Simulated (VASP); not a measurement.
# Li2Pt (P6/mmm) in VASP: further runs

The runs below take Li2Pt through single point, relaxation of cell and atoms, with LDA.

Program: VASP 6.6.1. These are calculated values, not measurements. Logs are shortened: lines on timing, memory, paths and dates and some standing lists are left out, and cuts for length are marked.

## Step 1: The cell of the first run

The structure is hexagonal, space group P6/mmm (No. 191). Conventional cell: a = 4.097 Å, b = 4.097 Å, c = 2.610 Å, α = 90.00°, β = 90.00°, γ = 120.00°. Li (site symmetry -6m2) has 5 Li at 2.37 to 2.61 Å and 6 Pt at 2.70 Å within 3.1 Å. Pt (site symmetry 6/mmm) has 2 Pt at 2.61 Å and 12 Li at 2.70 Å within 3.4 Å.

## Step 2: Single point, LDA

File INCAR:

```
SYSTEM = Li2Pt
  PREC = Accurate
  ENCUT = 520
  EDIFF = 1E-6
  ISMEAR = 0
  SIGMA = 0.1
  LREAL = .FALSE.
  LASPH = .TRUE.
  NELM = 100
  ALGO = Normal
  ISIF = 2
  LWAVE = .FALSE.
  LCHARG = .FALSE.
  GGA = CA
  NBANDS = 15
```

File KPOINTS:

```
Automatic mesh
0
G
  12 12 16
  0 0 0
```

File POSCAR:

```
Li2Pt
1.0
    4.0970910425      0.0000000000      0.0000000000
   -2.0485455212      3.5481849244      0.0000000000
    0.0000000000      0.0000000000      2.6097461844
Li Pt
2 1
Direct
    0.3333333333      0.6666666667      0.5000000000
    0.6666666667      0.3333333333      0.5000000000
    0.0000000000      0.0000000000      0.0000000000
```

Potentials or basis: VASP PAW LDA potentials, release 64 (Li_sv, Pt).

Run with:

```sh
cat potpaw_LDA.64/Li_sv/POTCAR potpaw_LDA.64/Pt/POTCAR > POTCAR
mpirun -np 1 vasp_std > vasp.out
```

OUTCAR:

```text
SYSTEM = Li2Pt
   PREC = Accurate
   ENCUT = 520
   EDIFF = 1E-6
   ISMEAR = 0
   LREAL = .FALSE.
   LASPH = .TRUE.
   NELM = 100
   ISIF = 2
   GGA = CA

 ion  position               nearest neighbor table
   1  0.333  0.667  0.500-   2 2.37   2 2.37   2 2.37   3 2.70   3 2.70   3 2.70   3 2.70   3 2.70
                             3 2.70
   2  0.667  0.333  0.500-   1 2.37   1 2.37   1 2.37   3 2.70   3 2.70   3 2.70   3 2.70   3 2.70
                             3 2.70
   3  0.000  0.000  0.000-   1 2.70   2 2.70   1 2.70   2 2.70   1 2.70   1 2.70   2 2.70   2 2.70
                             2 2.70   2 2.70   1 2.70   1 2.70

  LATTYP: Found a hexagonal cell.
 ALAT       =     4.0970910425
 C/A-ratio  =     0.6369753948

  Lattice vectors:

 A1 = (   4.0970910425,   0.0000000000,   0.0000000000)
 A2 = (  -2.0485455212,   3.5481849244,   0.0000000000)
 A3 = (   0.0000000000,   0.0000000000,   2.6097461844)

Analysis of symmetry for initial positions (statically):
=====================================================================
 Subroutine PRICEL returns:
 Original cell was already a primitive cell.

 Routine SETGRP: Setting up the symmetry group for a
 hexagonal supercell.

 Subroutine GETGRP returns: Found 24 space group operations
 (whereof 24 operations were pure point group operations)
 out of a pool of 24 trial point group operations.

The static configuration has the point symmetry D_6h.

Analysis of symmetry for dynamics (positions and initial velocities):
=====================================================================
 Subroutine PRICEL returns:
 Original cell was already a primitive cell.

 Routine SETGRP: Setting up the symmetry group for a
 hexagonal supercell.

 Subroutine GETGRP returns: Found 24 space group operations
 (whereof 24 operations were pure point group operations)
 out of a pool of 24 trial point group operations.

The dynamic configuration has the point symmetry D_6h.

 Subroutine INISYM returns: Found 24 space group operations
 (whereof 24 operations are pure point group operations),
 and found     1 'primitive' translations

----------------------------------------------------------------------------------------

                                     Primitive cell

  volume of cell :      37.9385

  direct lattice vectors                    reciprocal lattice vectors
     4.097091042  0.000000000  0.000000000     0.244075611  0.140917120  0.000000000
    -2.048545521  3.548184924  0.000000000     0.000000000  0.281834240  0.000000000
     0.000000000  0.000000000  2.609746184     0.000000000  0.000000000  0.383179026

  length of vectors
[... 99 lines left out ...]
   ISMEAR =     0;   SIGMA  =   0.10  broadening in eV -4-tet -1-fermi 0-gaus
   EFERMI_NEDOS =   21; number of points for ismear=-14 and -15
   IALGO  =     38    algorithm
   IMIX   =      4    mixing-type and parameters
     AMIX     =   0.40;   BMIX     =  1.00
     AMIX_MAG =   1.60;   BMIX_MAG =  1.00
  volume/ion in A,a.u.               =      12.65        85.34
  Fermi-wavevector in a.u.,A,eV,Ry     =   1.227688  2.319994 20.506953  1.507219
  Thomas-Fermi vector in A             =   2.362642
   LORBIT       =      0    0 simple, 1 ext, 2 COOP (PROOUT), +10 PAW based schemes
   GGA     = CA    functional components
   LHFCALC =     F    Hartree Fock is set to
   AEXX    =    0.0000 exact exchange contribution
   IVDW    =     0    specifies the selected vdW correction
   LEPSILON=     F    determine dielectric tensor
   LRPA    =     F    only Hartree local field effects (RPA)
 non-spin polarized calculation
 Gauss-broadening in eV      SIGMA  =   0.10
  energy-cutoff  :      520.00
  volume of cell :       37.94
 maximum number of plane-waves:      1066
   NGX = 15   NGY = 15   NGZ =  9

 number of electron      15.9999996 magnetization

 Free energy of the ion-electron system (eV)
  ---------------------------------------------------
  ext. energy  EPLUGINS =         0.00000000
  ---------------------------------------------------
  free energy    TOTEN  =       -13.20848651 eV

  energy without entropy =      -13.20573422  energy(sigma->0) =      -13.20711036

 E-fermi :   5.7375     XC(G=0): -10.7365

 val. band max:        5.7253333068   @ k =   0.2500   0.2500   0.1250
 cond. band min:       5.7458293223   @ k =   0.4167   0.1667   0.1875
 fundamental gap:      0.0204960155
 Fermi energy:         5.7374529111

 k-point     1 :       0.0000    0.0000    0.0000
  band No.  band energies     occupation
      1     -39.0189      2.00000
      2     -38.8735      2.00000
      3      -1.2680      2.00000
      4       0.9447      2.00000
      5       2.1030      2.00000
      6       2.1030      2.00000
      7       5.0154      2.00000
      8       5.0154      2.00000
      9       9.5962      0.00000
     10       9.5962      0.00000
     11      12.3341      0.00000
     12      12.3341      0.00000
     13      15.1580      0.00000
     14      16.5179      0.00000
[... 401 lines left out ...]
      2     -38.9028      2.00000
      3      -0.6894      2.00000
      4       1.4480      2.00000
      5       2.3878      2.00000
      6       2.8710      2.00000
      7       4.5091      2.00000
      8       4.6768      2.00000
      9       5.8048      0.34090
     10       7.1797      0.00000
     11      13.7305      0.00000
     12      16.3990      0.00000
     13      16.9612      0.00000
     14      18.4130      0.00000
     15      20.4502      0.00000

 [... further k-points ...]

------------------------ aborting loop because EDIFF is reached ----------------------------------------

  FORCE on cell =-STRESS in cart. coord.  units (eV):
  Direction    XX          YY          ZZ          XY          YZ          ZX
  --------------------------------------------------------------------------------------
  -------------------------------------------------------------------------------------
  Total        0.0104485      0.0104485      0.0661564      0.0000000      0.0000000      0.0000000
  in kB        0.4412502      0.4412502      2.7938456      0.0000000      0.0000000      0.0000000
  external PRESSURE =       1.2254486 kB  Pullay stress =       0.0000000 kB

 VOLUME and BASIS-vectors are now :
 -----------------------------------------------------------------------------
  energy-cutoff  :      520.00
  volume of cell :       37.94
      direct lattice vectors                 reciprocal lattice vectors
     4.097091042  0.000000000  0.000000000     0.244075611  0.140917120  0.000000000
    -2.048545521  3.548184924  0.000000000     0.000000000  0.281834240  0.000000000
     0.000000000  0.000000000  2.609746184     0.000000000  0.000000000  0.383179026

 POSITION                                       TOTAL-FORCE (eV/Angst)
 -----------------------------------------------------------------------------------
     -0.00000      2.36546      1.30487        -0.000000      0.000000      0.000000
      2.04855      1.18273      1.30487         0.000000      0.000000     -0.000000
      0.00000      0.00000      0.00000        -0.000000      0.000000      0.000000
 -----------------------------------------------------------------------------------
    total drift:                                0.000000      0.000000      0.000000

  FREE ENERGIE OF THE ION-ELECTRON SYSTEM (eV)
  ---------------------------------------------------
  free  energy   TOTEN  =       -13.2084865054 eV

  energy  without entropy=      -13.2057342181  energy(sigma->0) =      -13.20711036
```

OSZICAR:

```text
N       E                     dE             d eps       ncg     rms          rms(c)
DAV:   1     0.738663828940E+02    0.73866E+02   -0.72719E+03  5234   0.111E+03
DAV:   2    -0.645584980860E+01   -0.80322E+02   -0.73235E+02  6117   0.241E+02
DAV:   3    -0.139165508162E+02   -0.74607E+01   -0.72935E+01  9715   0.484E+01
DAV:   4    -0.140192993761E+02   -0.10275E+00   -0.10241E+00  5711   0.817E+00
DAV:   5    -0.140207525129E+02   -0.14531E-02   -0.14531E-02  7486   0.748E-01    0.823E+00
DAV:   6    -0.134218974868E+02    0.59886E+00   -0.27613E+00  5641   0.144E+01    0.271E+00
DAV:   7    -0.132286891737E+02    0.19321E+00   -0.31795E-01  5515   0.513E+00    0.114E+00
DAV:   8    -0.132113978421E+02    0.17291E-01   -0.21436E-02  7104   0.103E+00    0.488E-01
DAV:   9    -0.132084603081E+02    0.29375E-02   -0.78055E-03  6641   0.748E-01    0.921E-02
DAV:  10    -0.132084856867E+02   -0.25379E-04   -0.11965E-04  6731   0.885E-02    0.147E-02
DAV:  11    -0.132084865054E+02   -0.81873E-06   -0.61998E-06  7269   0.201E-02
   1 F= -.13208487E+02 E0= -.13207110E+02  d E =-.275229E-02
```

stdout:

```text
POSCAR found type information on POSCAR LiPt
 POSCAR found :  2 types and       3 ions
 scaLAPACK will be used
 LDA part: xc-table for (Slater(with rela. corr.)+CA(PZ))
 , standard interpolation
 POSCAR, INCAR and KPOINTS ok, starting setup
 FFT: planning ... GRIDC
 FFT: planning ... GRID_SOFT
 FFT: planning ... GRID
 WAVECAR not read
 entering main loop
```

It took 31 s on 1 thread of Intel Xeon 6975P-C (Granite Rapids), shared host; peak memory 0.2 GiB.

What came out:

```
Free energy            : -13.2085 eV
Band gap on the k mesh : zero (bands 8 and 9 overlap by 1.83 eV)
```

Levels at points of the mesh, in eV from the Fermi level:
| k point | band 6 | band 7 | band 8 | band 9 | band 10 | band 11 |
| --- | --- | --- | --- | --- | --- | --- |
| (0.00, 0.00, 0.00) | -3.63 | -0.72 | -0.72 | 3.86 | 3.86 | 6.60 |
| (0.50, 0.00, 0.00) | -2.47 | -2.02 | -0.87 | -0.75 | 0.36 | 8.09 |
| (0.00, 0.00, 0.50) | -2.35 | -2.35 | 0.53 | 3.02 | 6.48 | 6.48 |
| (0.50, 0.00, 0.50) | -1.82 | -1.31 | 0.37 | 0.97 | 4.58 | 7.44 |

Caveat: the cutoff is under 1.25 times the usual one of these potentials, so pressure, stress and relaxed cells hold a basis-set (Pulay) error; spin-orbit coupling is left out, which moves the levels of the heavy elements.

## Step 3: Relaxation of cell and atoms, LDA

This run uses another cell than the first one, of 13.67 Å³/atom.

File INCAR:

```
SYSTEM = Li2Pt
PREC = Accurate ; ENCUT = 600
EDIFF = 1E-6 ; ISMEAR = 0
SIGMA = 0.1 ; LREAL = .FALSE.
LASPH = .TRUE. ; NELM = 100
ALGO = Normal ; ISIF = 3
LWAVE = .FALSE. ; LCHARG = .FALSE.
GGA = CA ; IBRION = 2
NSW = 70 ; EDIFFG = -0.005
```

KPOINTS is that of step 2.

File POSCAR:

```
Li2Pt
1.0
    4.2114946681      0.0000000000      0.0000000000
   -2.1057473340      3.6472613705      0.0000000000
    0.0000000000      0.0000000000      2.6701512898
Li Pt
2 1
Direct
    0.3333333333      0.6666666667      0.5000000000
    0.6666666667      0.3333333333      0.5000000000
    0.0000000000      0.0000000000      0.0000000000
```

Potentials or basis: VASP PAW LDA potentials, release 64 (Li_sv, Pt).

Run with:

```sh
cat potpaw_LDA.64/Li_sv/POTCAR potpaw_LDA.64/Pt/POTCAR > POTCAR
mpirun -np 1 vasp_std > vasp.out
```

OUTCAR:

```text
SYSTEM = Li2Pt
   PREC = Accurate
   ENCUT = 600
   EDIFF = 1E-6
   ISMEAR = 0
   LREAL = .FALSE.
   LASPH = .TRUE.
   NELM = 100
   ISIF = 3
   GGA = CA
   IBRION = 2
   NSW = 70
   EDIFFG = -0.005

 ion  position               nearest neighbor table
   1  0.333  0.667  0.500-   2 2.43   2 2.43   2 2.43   3 2.77   3 2.77   3 2.77   3 2.77   3 2.77
                             3 2.77
   2  0.667  0.333  0.500-   1 2.43   1 2.43   1 2.43   3 2.77   3 2.77   3 2.77   3 2.77   3 2.77
                             3 2.77
   3  0.000  0.000  0.000-   1 2.77   2 2.77   1 2.77   2 2.77   1 2.77   1 2.77   2 2.77   2 2.77
                             2 2.77   2 2.77   1 2.77   1 2.77

  LATTYP: Found a hexagonal cell.
 ALAT       =     4.2114946681
 C/A-ratio  =     0.6340151182

  Lattice vectors:

 A1 = (   4.2114946681,   0.0000000000,   0.0000000000)
 A2 = (  -2.1057473340,   3.6472613705,   0.0000000000)
 A3 = (   0.0000000000,   0.0000000000,   2.6701512898)

Analysis of symmetry for initial positions (statically):
=====================================================================
 Subroutine PRICEL returns:
 Original cell was already a primitive cell.

 Routine SETGRP: Setting up the symmetry group for a
 hexagonal supercell.

 Subroutine GETGRP returns: Found 24 space group operations
 (whereof 24 operations were pure point group operations)
 out of a pool of 24 trial point group operations.

The static configuration has the point symmetry D_6h.

[... 350 lines left out ...]

 Free energy of the ion-electron system (eV)
  ---------------------------------------------------
  ext. energy  EPLUGINS =         0.00000000
  ---------------------------------------------------
  free energy    TOTEN  =       -13.21216660 eV

  energy without entropy =      -13.20938917  energy(sigma->0) =      -13.21077788

 E-fermi :   5.7355     XC(G=0): -10.7383

 val. band max:        5.7248173323   @ k =   0.2500   0.2500   0.1250
 cond. band min:       5.7439380036   @ k =   0.0000   0.0000   0.4375
 fundamental gap:      0.0191206713
 Fermi energy:         5.7354879874

 k-point     1 :       0.0000    0.0000    0.0000
  band No.  band energies     occupation
      1     -39.0115      2.00000
      2     -38.8658      2.00000
      3      -1.2649      2.00000
      4       0.9515      2.00000
      5       2.1064      2.00000
      6       2.1064      2.00000
      7       5.0097      2.00000
      8       5.0097      2.00000
      9       9.6102      0.00000
     10       9.6102      0.00000
     11      12.3462      0.00000
     12      12.3462      0.00000
[... 331 lines left out ...]
 k-point    24 :       0.3333    0.0000    0.0625
  band No.  band energies     occupation
      1     -38.9784      2.00000
      2     -38.8952      2.00000
      3      -0.6834      2.00000
      4       1.4535      2.00000
      5       2.3905      2.00000
      6       2.8752      2.00000
      7       4.5066      2.00000
      8       4.6732      2.00000
      9       5.8081      0.30439
     10       7.1877      0.00000
     11      13.7433      0.00000
     12      16.4173      0.00000

 [... further k-points ...]

------------------------ aborting loop because EDIFF is reached ----------------------------------------

  FORCE on cell =-STRESS in cart. coord.  units (eV):
  Direction    XX          YY          ZZ          XY          YZ          ZX
  --------------------------------------------------------------------------------------
  -------------------------------------------------------------------------------------
  Total        0.0028351      0.0028351     -0.0053439      0.0000000      0.0000000      0.0000000
  in kB        0.1197705      0.1197705     -0.2257557      0.0000000      0.0000000      0.0000000
  external PRESSURE =       0.0045951 kB  Pullay stress =       0.0000000 kB
[... 18 lines left out ...]
  FREE ENERGIE OF THE ION-ELECTRON SYSTEM (eV)
  ---------------------------------------------------
  free  energy   TOTEN  =       -13.2121665973 eV

  energy  without entropy=      -13.2093891674  energy(sigma->0) =      -13.21077788

 reached required accuracy - stopping structural energy minimisation
```

OSZICAR:

```text
N       E                     dE             d eps       ncg     rms          rms(c)
DAV:   1     0.777502914826E+02    0.77750E+02   -0.82340E+03  4136   0.151E+03
DAV:   2    -0.573345630124E+01   -0.83484E+02   -0.76645E+02  4568   0.288E+02
[... 45 lines left out ...]
   5 F= -.13212067E+02 E0= -.13210658E+02  d E =-.434983E-02
       N       E                     dE             d eps       ncg     rms          rms(c)
DAV:   1    -0.132132470985E+02   -0.11807E-02   -0.27282E-02  4244   0.171E+00    0.192E-01
DAV:   2    -0.132122954796E+02    0.95162E-03   -0.38934E-03  4576   0.633E-01    0.884E-02
DAV:   3    -0.132121912153E+02    0.10426E-03   -0.26363E-04  4728   0.170E-01    0.399E-02
DAV:   4    -0.132121661963E+02    0.25019E-04   -0.63082E-05  4804   0.633E-02    0.630E-03
DAV:   5    -0.132121665973E+02   -0.40097E-06   -0.62908E-06  5172   0.212E-02
   6 F= -.13212167E+02 E0= -.13210778E+02  d E =-.444938E-02
```

CONTCAR:

```text
Li2Pt
   1.00000000000000
     4.0945960590479249   -0.0000000000015749    0.0000000000000000
    -2.0472980294767140    3.5460242053927571    0.0000000000000000
    -0.0000000000000000    0.0000000000000000    2.6120365567038917
  Li              Pt
     2     1
Direct
     0.3333333332999970    0.6666666667000030    0.5000000000000000
     0.6666666667000030    0.3333333332999970    0.5000000000000000
     0.0000000000000000    0.0000000000000000    0.0000000000000000

  0.00000000E+00  0.00000000E+00  0.00000000E+00
  0.00000000E+00  0.00000000E+00  0.00000000E+00
  0.00000000E+00  0.00000000E+00  0.00000000E+00
```

It took 1.7 min on 1 thread of Intel Xeon 6975P-C (Granite Rapids), shared host; peak memory 0.26 GiB.

What came out:

* Free energy: -13.2122 eV
* Relaxed volume: 12.64 Å³/atom
* Relaxed cell: a = 4.095 Å, b = 4.095 Å, c = 2.612 Å, α = 90.00°, β = 90.00°, γ = 120.00°
* Space group after relaxing (to 0.1 Å): P6/mmm (No. 191)
* Energy gained by relaxing: 18.4 meV/atom
* Ionic steps: 6
* Pressure after relaxing: 0.0 GPa
* Band gap on the k mesh: zero (bands 8 and 9 overlap by 1.83 eV)

Step by step:
| step | energy change (eV) | largest force (eV/Å) | pressure (GPa) | volume (Å³) |
| --- | --- | --- | --- | --- |
| 1 | 0.0000 | 0.0000 | -5.50 | 41.01 |
| 2 | -0.0505 | 0.0000 | -0.01 | 38.29 |
| 3 | -0.0506 | 0.0000 | -0.32 | 38.42 |
| 4 | -0.0543 | 0.0000 | -0.19 | 38.14 |
| 5 | -0.0550 | 0.0000 | 0.03 | 37.86 |
| 6 | -0.0551 | 0.0000 | 0.00 | 37.93 |

Final structure:
```
CELL_PARAMETERS angstrom
4.09460 0.00000 0.00000
-2.04730 3.54602 0.00000
0.00000 0.00000 2.61204
ATOMIC_POSITIONS crystal
Li 0.33333 0.66667 0.50000
Li 0.66667 0.33333 0.50000
Pt 0.00000 0.00000 0.00000
```

Caveat: the cutoff is under 1.25 times the usual one of these potentials, so pressure, stress and relaxed cells hold a basis-set (Pulay) error; spin-orbit coupling is left out, which moves the levels of the heavy elements. Zero-point motion and thermal expansion aren't in these numbers.

The gap in the log of VASP goes by the Fermi energy; the results here count the filled bands.